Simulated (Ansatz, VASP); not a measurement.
**C in VASP and in Ansatz**

The input POSCAR:

```
C
1.0
    2.4562275060      0.0000000000      0.0000000000
   -1.2281137530      2.1271554177      0.0000000000
    0.0000000000      0.0000000000     24.1339601687
C
4
Direct
    0.6666666667      0.3333333333      0.5704754400
    0.3333333333      0.6666666667      0.4295245600
    0.0000000000      0.0000000000      0.4295312300
    0.0000000000      0.0000000000      0.5704687700
```

Contents of INCAR.step1:

```
PREC = Accurate
ENCUT = 520
EDIFF = 1E-5
ISMEAR = -1
SIGMA = 0.05
LREAL = False
LASPH = True
NELM = 80
ALGO = Normal
ISIF = 2
LWAVE = True
LCHARG = False
GGA = PE
NBANDS = 16
```

File INCAR.step2:

```
PREC = Accurate
ENCUT = 520
EDIFF = 1E-6
ISMEAR = -1
SIGMA = 0.05
LREAL = False
LASPH = True
NELM = 80
ALGO = Normal
ISIF = 2
LWAVE = False
LCHARG = False
GGA = PS
LHFCALC = True
AEXX = 0.25
HFSCREEN = 0.207
PRECFOCK = Normal
ISTART = 1
NBANDS = 16
```

KPOINTS

```
Automatic mesh
0
Gamma
  6 6 1
```

Contents of input.yaml:

```yaml
crystal:
  lattice:
    - [2.456227506, 0.0, 0.0]
    - [-1.228113753, 2.1271554177, 0.0]
    - [0.0, 0.0, 24.1339601687]
  atoms:
    - { symbol: C, position: [0.6666666667, 0.3333333333, 0.57047544] }
    - { symbol: C, position: [0.3333333333, 0.6666666667, 0.42952456] }
    - { symbol: C, position: [0.0, 0.0, 0.42953123] }
    - { symbol: C, position: [0.0, 0.0, 0.57046877] }
hamiltonian:
  xc:
    exchange: hjs_pbesol
    correlation: pbesol
    exx: { coeff: 0.25, omega: 0.207 }
  pseudopotentials: { kind: paw }
kpoints:
  mp_grid: { grid: [6, 6, 1] }
  band_path:
    path:
      - [[0.0, 0.0, 0.0], [0.5, 0.0, 0.0], [0.3333333333, 0.3333333333, 0.0], [0.0, 0.0, 0.0], [0.0, 0.0, 0.5], [0.5, 0.0, 0.5], [0.3333333333, 0.3333333333, 0.5], [0.0, 0.0, 0.5]]
      - [[0.5, 0.0, 0.5], [0.5, 0.0, 0.0]]
      - [[0.3333333333, 0.3333333333, 0.0], [0.3333333333, 0.3333333333, 0.5]]
    npoints: 4
scf:
  occupations: { method: fermi_dirac, width: 0.05 }
  n_extra_bands: 10
output:
  forces: true
  stress: true
  eigenvalues: true
  fatbands: false
```

Alike in both runs: functional PBEsol-based screened hybrid; k mesh 6 × 6 × 1; occupations fermi-dirac, width 0.05 eV; no spin polarisation.

|  | VASP | Ansatz |
| --- | --- | --- |
| version | VASP 6.6.1 | Ansatz 0.2.0 |
| potentials or method | VASP PAW PBE potentials, release 64 (C) | Ansatz PAW |
| plane-wave cutoff (eV) | 520 | 420 |
| valence electrons in the cell | 16 | 16 |
| task | single point | band structure |

|  | VASP | Ansatz | Ansatz less VASP |
| --- | --- | --- | --- |
| gap on the k mesh at the Fermi level (eV) | none | none | - |
| rms of the force components (eV/Å) | 0.023 | 0.023 | 0.0000 |

VASP's potentials were made for PBE, not for PBEsol-based screened hybrid. Atom by atom the forces differ by 0.000 eV/Å (rms over components). A gap of «none» marks a metal or a gap that the smearing closes.

The k mesh is coarse, so the values compare programs but aren't converged.
